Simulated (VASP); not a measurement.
# CeBS2 (R-3m) in VASP: further runs

CeBS2 is run at these levels: LDA; tasks: single point.

Everything below comes from runs of VASP 6.6.1. Logs are shortened: lines on timing, memory, paths and dates and some standing lists are left out, and cuts for length are marked.

## (1) The cell of the first run

It takes space group R-3m (No. 166, trigonal). The conventional cell has a = 3.821 Å, b = 3.821 Å, c = 19.493 Å, α = 90.00°, β = 90.00°, γ = 120.00°. Within 3.5 Å of Ce (site symmetry -3m) lie 6 S at 2.64 Å. B (site symmetry -3m) has 6 S at 2.84 Å and 6 B at 3.82 Å and 6 Ce at 3.93 Å within 4.0 Å. Within 3.5 Å of S (site symmetry 3m) lie 3 Ce at 2.64 Å and 3 B at 2.84 Å.

## (2) Single point, LDA

INCAR

```
SYSTEM = CeBS2
PREC = Accurate
ENCUT = 520
EDIFF = 1E-7
ISMEAR = -1
SIGMA = 0.1
LREAL = .False.
LASPH = .True.
NELM = 100
ALGO = Normal
ISIF = 2
LWAVE = .False.
LCHARG = .False.
NBANDS = 22
```

KPOINTS

```
Automatic mesh
0
Gamma
  6 6 6
  0 0 0
```

POSCAR

```
CeBS2
1.0
    3.8209214700      0.0000000000      0.0000000000
   -1.9104602300      3.3090167600      0.0000000000
    0.0000000000     -2.2060074500      6.4976678700
Ce B S
1 1 2
Direct
    0.5000000000      0.0000000000      0.5000000000
    0.0000000000      0.0000000000      0.0000000000
    0.2414600000      0.4829200000      0.7243800000
    0.7585400000      0.5170800000      0.2756200000
```

Potentials or basis: VASP PAW LDA potentials, release 64 (Ce, B, S).

On the command line:

```console
$ cat potpaw_LDA.64/Ce/POTCAR potpaw_LDA.64/B/POTCAR potpaw_LDA.64/S/POTCAR > POTCAR
$ mpirun -np 1 vasp_std > vasp.out
```

OUTCAR:

```text
SYSTEM = CeBS2
   PREC = Accurate
   ENCUT = 520
   EDIFF = 1E-7
   ISMEAR = -1
   LREAL = .False.
   LASPH = .True.
   NELM = 100
   ISIF = 2

 ion  position               nearest neighbor table
   1  0.500  0.000  0.500-   4 2.64   3 2.64   4 2.64   3 2.64   3 2.64   4 2.64
   2  0.000  0.000  0.000-
   3  0.241  0.483  0.724-   1 2.64   1 2.64   1 2.64
   4  0.759  0.517  0.276-   1 2.64   1 2.64   1 2.64

  LATTYP: Found a trigonal (rhomboedric) cell.
 ALAT       =     6.8619353406
 COS(alpha) =     0.8449708834

  Lattice vectors:

 A1 = (   0.0000000000,  -2.2060074500,   6.4976678700)
 A2 = (   1.9104612400,   1.1030093100,   6.4976678700)
 A3 = (  -1.9104602300,   1.1030093100,   6.4976678700)

Analysis of symmetry for initial positions (statically):
=====================================================================
 Subroutine PRICEL returns:
 Original cell was already a primitive cell.

 Routine SETGRP: Setting up the symmetry group for a
 trigonal (rhombohedral) supercell.

 Subroutine GETGRP returns: Found 12 space group operations
 (whereof 12 operations were pure point group operations)
 out of a pool of 12 trial point group operations.

The static configuration has the point symmetry D_3d.

Analysis of symmetry for dynamics (positions and initial velocities):
=====================================================================
 Subroutine PRICEL returns:
 Original cell was already a primitive cell.

 Routine SETGRP: Setting up the symmetry group for a
 trigonal (rhombohedral) supercell.

 Subroutine GETGRP returns: Found 12 space group operations
 (whereof 12 operations were pure point group operations)
 out of a pool of 12 trial point group operations.

The dynamic configuration has the point symmetry D_3d.

 Subroutine INISYM returns: Found 12 space group operations
 (whereof 12 operations are pure point group operations),
 and found     1 'primitive' translations

----------------------------------------------------------------------------------------

                                     Primitive cell

  volume of cell :      82.1532

  direct lattice vectors                    reciprocal lattice vectors
     3.820921470  0.000000000  0.000000000     0.261716973  0.151102247  0.051300357
    -1.910460230  3.309016760  0.000000000     0.000000000  0.302204574  0.102600741
     0.000000000 -2.206007450  6.497667870     0.000000000  0.000000000  0.153901372

  length of vectors
     3.820921470  3.820922691  6.861935341     0.306527959  0.319146544  0.153901372

  position of ions in fractional coordinates (direct lattice)
     0.500000000  0.000000000  0.500000000
     0.000000000  0.000000000  0.000000000
     0.241460000  0.482920000  0.724380000
     0.758540000  0.517080000  0.275620000

  ion indices of the primitive-cell ions
   primitive index   ion index
                 1           1
                 2           2
                 3           3
                 4           4

----------------------------------------------------------------------------------------

 KPOINTS: Automatic mesh

Automatic generation of k-mesh.
 Grid dimensions read from file:
 generate k-points for:    6    6    6

 Generating k-lattice:

  Cartesian coordinates                     Fractional coordinates (reciprocal lattice)
     0.043619495  0.025183708  0.008550060     0.166666667 -0.000000000 -0.000000000
     0.000000000  0.050367429  0.017100124     0.000000000  0.166666667  0.000000000
     0.000000000  0.000000000  0.025650229     0.000000000  0.000000000  0.166666667

  Length of vectors
     0.051087993  0.053191091  0.025650229

  Shift w.r.t. Gamma in fractional coordinates (k-lattice)
     0.000000000  0.000000000  0.000000000

 Subroutine IBZKPT returns following result:
 ===========================================

 Found     32 irreducible k-points:

 Following reciprocal coordinates:
            Coordinates               Weight
  0.000000  0.000000  0.000000      1.000000
  0.166667  0.000000  0.000000      6.000000
  0.333333  0.000000  0.000000      6.000000
  0.500000  0.000000 -0.000000      3.000000
  0.000000  0.166667  0.000000      6.000000
  0.166667  0.166667  0.000000     12.000000
[... 16 lines left out ...]
  0.000000  0.333333  0.166667      6.000000
  0.166667  0.333333  0.166667     12.000000
 [... further k-points ...]
   k-points           NKPTS =     32   k-points in BZ     NKDIM =     32   number of bands    NBANDS=     22
   number of dos      NEDOS =    301   number of ions     NIONS =      4
   total plane-waves  NPLWV =  42336
   dimension x,y,z NGX =    28 NGY =   28 NGZ =   54
   dimension x,y,z NGXF=    56 NGYF=   56 NGZF=  108
   ions per type =               1   1   2
   NGX,Y,Z   is equivalent  to a cutoff of  12.18, 12.18, 13.08 a.u.
   NGXF,Y,Z  is equivalent  to a cutoff of  24.37, 24.37, 26.17 a.u.
 SYSTEM =  CeBS2
   PREC   = accura    normal or accurate (medium, high low for compatibility)
   ISTART =      0    job   : 0-new  1-cont  2-samecut
   ICHARG =      2    charge: 1-file 2-atom 10-const
   ISPIN  =      1    spin polarized calculation?
   LNONCOLLINEAR =      F non collinear calculations
   LSORBIT =      F    spin-orbit coupling
   LASPH  =      T    aspherical Exc in radial PAW
   ENCUT  =  520.0 eV  38.22 Ry    6.18 a.u.   7.10  7.10 12.76*2*pi/ulx,y,z
   NELM   =    100;   NELMIN=  2; NELMDL= -5     # of ELM steps
   EDIFF  = 0.1E-06   stopping-criterion for ELM
   LREAL  =      F    real-space projection
   EDIFFG = 0.1E-05   stopping-criterion for IOM
   NSW    =      0    number of steps for IOM
   IBRION =     -1    ionic relax: 0-MD 1-quasi-New 2-CG
   NFREE  =      0    steps in history (QN), initial steepest desc. (CG)
   ISIF   =      2    stress and relaxation
   ISYM   =      2    0-nonsym 1-usesym 2-fastsym
   POTIM  = 0.5000    time-step for ionic-motion
   TEBEG  =    0.0;   TEEND  =   0.0 temperature during run
   PSTRESS=    0.0 pullay stress
   NELECT =      27.0000    total number of electrons
   NUPDOWN=      -1.0000    fix difference up-down
   EMIN   =  10.00;   EMAX   =-10.00  energy-range for DOS
   EFERMI =   0.00;   METHOD = LEGACY
   ISMEAR =    -1;   SIGMA  =   0.10  broadening in eV -4-tet -1-fermi 0-gaus
   EFERMI_NEDOS =   21; number of points for ismear=-14 and -15
   IALGO  =     38    algorithm
   IMIX   =      4    mixing-type and parameters
     AMIX     =   0.40;   BMIX     =  1.00
     AMIX_MAG =   1.60;   BMIX_MAG =  1.00
  volume/ion in A,a.u.               =      20.54       138.60
  Fermi-wavevector in a.u.,A,eV,Ry     =   1.129764  2.134945 17.366036  1.276368
  Thomas-Fermi vector in A             =   2.266459
   LORBIT       =      0    0 simple, 1 ext, 2 COOP (PROOUT), +10 PAW based schemes
   GGA     = CA    functional components
   LHFCALC =     F    Hartree Fock is set to
   AEXX    =    0.0000 exact exchange contribution
   IVDW    =     0    specifies the selected vdW correction
   LEPSILON=     F    determine dielectric tensor
   LRPA    =     F    only Hartree local field effects (RPA)
 non-spin polarized calculation
  energy-cutoff  :      520.00
  volume of cell :       82.15
 maximum number of plane-waves:      2231
   NGX = 15   NGY = 15   NGZ = 25

 number of electron      26.9999999 magnetization

 Free energy of the ion-electron system (eV)
  ---------------------------------------------------
  ext. energy  EPLUGINS =         0.00000000
  ---------------------------------------------------
  free energy    TOTEN  =       -23.78554049 eV

  energy without entropy =      -23.56714531  energy(sigma->0) =      -23.67634290

 E-fermi :   6.0447     XC(G=0): -10.2331

 val. band max:        6.0416577849   @ k =   0.1667   0.1667   0.3333
 cond. band min:       6.0470816088   @ k =   0.1667   0.1667   0.1667
 fundamental gap:      0.0054238239
 Fermi energy:         6.0446548746

 k-point     1 :       0.0000    0.0000    0.0000
  band No.  band energies     occupation
      1     -28.3782      2.00000
      2     -12.1414      2.00000
      3     -11.0452      2.00000
      4     -11.0452      2.00000
      5      -7.7223      2.00000
      6      -5.8121      2.00000
[... 14 lines left out ...]
     21       7.6764      0.00000
     22       7.6764      0.00000

 k-point     2 :       0.1667    0.0000    0.0000
  band No.  band energies     occupation
      1     -28.3494      2.00000
      2     -12.0091      2.00000
      3     -11.5291      2.00000
      4     -11.1144      2.00000
      5      -7.2294      2.00000
      6      -6.0994      2.00000
[... 14 lines left out ...]
     21       7.3749      0.00000
     22       7.6856      0.00000

 k-point     3 :       0.3333    0.0000    0.0000
  band No.  band energies     occupation
      1     -28.2910      2.00000
      2     -12.2947      2.00000
      3     -11.6655      2.00000
      4     -11.2479      2.00000
      5      -7.0483      2.00000
      6      -6.0296      2.00000
[... 14 lines left out ...]
     21       7.1946      0.00002
     22       7.3858      0.00000

 k-point     4 :       0.5000    0.0000   -0.0000
  band No.  band energies     occupation
      1     -28.2614      2.00000
      2     -12.5983      2.00000
      3     -11.4797      2.00000
      4     -11.3124      2.00000
      5      -7.3377      2.00000
      6      -5.6387      2.00000
[... 14 lines left out ...]
     21       7.0940      0.00006
     22       7.1511      0.00003

 k-point     5 :       0.0000    0.1667    0.0000
  band No.  band energies     occupation
      1     -28.3495      2.00000
      2     -12.0114      2.00000
      3     -11.5282      2.00000
      4     -11.1145      2.00000
      5      -7.1960      2.00000
      6      -6.1448      2.00000
[... 417 lines left out ...]
 k-point    22 :       0.5000    0.1667    0.1667
  band No.  band energies     occupation
      1     -28.2615      2.00000
      2     -12.4174      2.00000
      3     -11.6219      2.00000
      4     -11.4618      2.00000
      5      -6.8932      2.00000
      6      -6.0418      2.00000
[... 14 lines left out ...]
     21       7.3567      0.00000
     22       7.7671      0.00000

 k-point    23 :       0.0000    0.3333    0.1667
  band No.  band energies     occupation
      1     -28.2910      2.00000
      2     -12.2955      2.00000
      3     -11.6711      2.00000
      4     -11.2482      2.00000
      5      -6.9846      2.00000
      6      -6.0851      2.00000
[... 14 lines left out ...]
     21       6.9985      0.00014
     22       7.4120      0.00000

 k-point    24 :       0.1667    0.3333    0.1667
  band No.  band energies     occupation
      1     -28.2614      2.00000
      2     -12.4163      2.00000
      3     -11.6248      2.00000
      4     -11.4629      2.00000
      5      -6.9267      2.00000
      6      -5.9792      2.00000
[... 14 lines left out ...]
     21       7.3333      0.00001
     22       7.6082      0.00000

 [... further k-points ...]
[... 5 lines left out ...]
  --------------------------------------------------------------------------------------
  -------------------------------------------------------------------------------------
  Total        3.7859158      3.7859197      0.4279825      0.0000006      0.0000002      0.0000000
  in kB       73.8340937     73.8341696      8.3466453      0.0000113      0.0000048      0.0000004
  external PRESSURE =      52.0049695 kB  Pullay stress =       0.0000000 kB

 VOLUME and BASIS-vectors are now :
 -----------------------------------------------------------------------------
  energy-cutoff  :      520.00
  volume of cell :       82.15
      direct lattice vectors                 reciprocal lattice vectors
     3.820921470  0.000000000  0.000000000     0.261716973  0.151102247  0.051300357
    -1.910460230  3.309016760  0.000000000     0.000000000  0.302204574  0.102600741
     0.000000000 -2.206007450  6.497667870     0.000000000  0.000000000  0.153901372

 POSITION                                       TOTAL-FORCE (eV/Angst)
 -----------------------------------------------------------------------------------
      1.91046     -1.10300      3.24883         0.000000      0.000000      0.000000
      0.00000      0.00000      0.00000         0.000000      0.000000      0.000000
      0.00000      0.00000      4.70678         0.000000      0.000001      1.628811
      1.91046      1.10301      1.79089        -0.000000     -0.000001     -1.628811
 -----------------------------------------------------------------------------------
    total drift:                               -0.000000     -0.000000      0.000000

  FREE ENERGIE OF THE ION-ELECTRON SYSTEM (eV)
  ---------------------------------------------------
  free  energy   TOTEN  =       -23.7855404931 eV

  energy  without entropy=      -23.5671453058  energy(sigma->0) =      -23.67634290
```

Run time: 40 s. Hardware: 1 thread of Intel Xeon 6975P-C (Granite Rapids), shared host; peak memory 0.21 GiB.

What came out:

```
Free energy            : -23.7855 eV
Pressure               : 5.2 GPa
Largest force          : 1.629 eV/Å
Band gap on the k mesh : zero (an odd number of electrons rules out a gap without spin polarisation)
```

Forces on the atoms (eV/Å):
```
Ce   0.000  0.000  0.000
B    0.000  0.000  0.000
S    0.000  0.000  1.629
S    0.000  0.000 -1.629
```

Stress tensor (GPa, compression positive):
```
7.38 0.00 0.00
0.00 7.38 0.00
0.00 0.00 0.83
```

Levels at points of the mesh, in eV from the Fermi level:
```tsv
k point	band 11	band 12	band 13	band 14	band 15	band 16
(0.00, 0.00, 0.00)	-2.60	-2.60	-2.52	0.26	0.46	0.46
(0.50, 0.00, 0.00)	-2.62	-2.46	-1.41	0.31	0.33	0.50
(0.00, 0.50, 0.00)	-3.52	-3.07	-2.96	0.14	0.27	0.30
(0.00, 0.00, 0.50)	-2.54	-2.54	-1.14	0.24	0.49	0.49
```

Caveat: the cell stands under pressure; spin-orbit coupling is left out, which moves the levels of the heavy elements; the run has no spin polarisation, though such a crystal can be magnetic; semilocal functionals describe open f shells poorly, which spoils levels, moments and volumes; forces of over 1 eV/Å act on the atoms, so gaps and moduli don't describe the material at rest.

## (3) Single point, LDA, collinear spin, ferromagnetic start

INCAR

```
SYSTEM = CeBS2
ALGO = Fast
EDIFF = 1E-6
ENCUT = 520
GGA = CA
ISIF = 2
ISMEAR = -1
ISPIN = 2
LASPH = .True.
LCHARG = .False.
LMAXMIX = 6
LORBIT = 11
LREAL = .False.
LWAVE = .False.
MAGMOM = 0.61 0.04 0 0
NBANDS = 26
NELM = 150
PREC = Accurate
SIGMA = 0.1
```

KPOINTS

```
k-points
0
Gamma
  6 6 6
  0 0 0
```

POSCAR is that of step 2.

Potentials or basis: VASP PAW LDA potentials, release 64 (Ce, B, S).

On the command line:

```console
$ cat potpaw_LDA.64/Ce/POTCAR potpaw_LDA.64/B/POTCAR potpaw_LDA.64/S/POTCAR > POTCAR
$ mpirun -np 1 vasp_std > vasp.out
```

Run time: 2.7 min. Hardware: 1 thread of Intel Xeon 6975P-C (Granite Rapids), shared host; peak memory 0.27 GiB.

It converged, with:

| Item | Value |
| --- | --- |
| Free energy | -23.7855 eV |
| Pressure | 5.2 GPa |
| Largest force | 1.629 eV/Å |
| Net moment | 0.00 μB per cell |
| Valence electrons inside the program's atomic spheres | Ce 9.91; B 1.30; S 3.74 |

Forces in eV/Å, atoms in the order of the input:
```
Ce   0.000  0.000  0.000
B    0.000  0.000  0.000
S    0.000  0.000  1.629
S    0.000  0.000 -1.629
```

Stress tensor (GPa, compression positive):
```
7.41 0.00 0.00
0.00 7.41 0.00
0.00 0.00 0.87
```

Levels at points of the mesh, in eV from the Fermi level:
Spin up:
```csv
k point,band 11,band 12,band 13,band 14,band 15,band 16
"(0.00, 0.00, 0.00)",-2.60,-2.60,-2.52,0.26,0.46,0.46
"(0.50, 0.00, 0.00)",-2.62,-2.46,-1.41,0.31,0.33,0.50
"(0.00, 0.50, 0.00)",-3.52,-3.07,-2.96,0.14,0.27,0.30
"(0.00, 0.00, 0.50)",-2.54,-2.54,-1.14,0.24,0.49,0.49
```
Spin down:
```csv
k point,band 10,band 11,band 12,band 13,band 14,band 15,band 16,band 17
"(0.00, 0.00, 0.00)",-3.32,-2.60,-2.60,-2.52,0.26,0.46,0.46,0.76
"(0.50, 0.00, 0.00)",-4.24,-2.62,-2.46,-1.41,0.31,0.33,0.50,0.55
"(0.00, 0.50, 0.00)",-3.71,-3.52,-3.07,-2.96,0.14,0.27,0.30,0.37
"(0.00, 0.00, 0.50)",-4.20,-2.54,-2.54,-1.14,0.24,0.49,0.49,0.76
```

Caveat: the magnetic or orbital state may not be the lowest; the cell stands under pressure; spin-orbit coupling is left out, which moves the levels of the heavy elements; semilocal functionals describe open f shells poorly, which spoils levels, moments and volumes; forces of over 1 eV/Å act on the atoms, so gaps and moduli don't describe the material at rest. With open d or f shells a metallic result of LDA can be an artefact of self-interaction; +U or a hybrid may open a gap.

[end of part 1 of 2]
